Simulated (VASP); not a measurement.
Here is a VASP 6.6.1 calculation.

File INCAR:

```
PREC = Accurate
ENCUT = 600
EDIFF = 1E-6
ISMEAR = -1
SIGMA = 0.05
LREAL = F
LASPH = T
NELM = 120
ALGO = Normal
ISIF = 2
LWAVE = F
LCHARG = F
GGA = PS
NBANDS = 11
GGA_COMPAT = F
```

File KPOINTS:

```
regular mesh
0
Gamma
  8 8 8
```

POSCAR

```
BN
1.0
    1.2511217832      0.7223354983      3.3729344033
   -1.2511217832      0.7223354983      3.3729344033
    0.0000000000     -1.4446709966      3.3729344033
N B
1 1
Direct
    0.6672382000      0.6672382000      0.6672382000
    0.0003288000      0.0003288000      0.0003288000
```

Potentials or basis: VASP PAW PBE potentials, release 64 (N, B).

The run is started by

```bash
$ cat potpaw_PBE.64/N/POTCAR potpaw_PBE.64/B/POTCAR > POTCAR
$ mpirun -np 1 vasp_std > vasp.out
```

(1) What does it give for the pressure?

(2) Predict the band gap on the k mesh.

Results:

(1) 0.9 GPa.

(2) 4.19 eV, indirect (least direct gap 4.88 eV).

Caveat: the PAW data sets were made with another functional, which shifts forces and pressure a little.
